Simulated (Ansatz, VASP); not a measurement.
# One calculation of C, two programs

```
C
1.0
     0.00000    1.77143    1.77143
     1.77143    0.00000    1.77143
     1.77143    1.77143    0.00000
C
2
Direct
  0.50000 0.50000 0.50000
  0.75000 0.75000 0.75000
```

Change from the starting cell: volume scaled by 0.98, crystal datasets.

Alike in both runs: task electric field gradients; functional PBE; k mesh 20 × 20 × 20; occupations fermi-dirac, width 0.08 eV; no spin polarisation.

```csv
,VASP,Ansatz
version,VASP 6.6.1,Ansatz 0.2.0
potentials or method,"VASP PAW PBE potentials, release 64 (C), cutoff 520 eV","all-electron PAW with datasets made for the crystal, scalar-relativistic"
```

|  | VASP | Ansatz | Ansatz less VASP |
| --- | --- | --- | --- |
| gap on the k mesh at the Fermi level (eV) | 4.18 | 4.19 | +0.009 |
| pressure (GPa) | 11.7 | 11.0 | -0.77 |

Ansatz ran all-electron here, and VASP with PAW potentials.
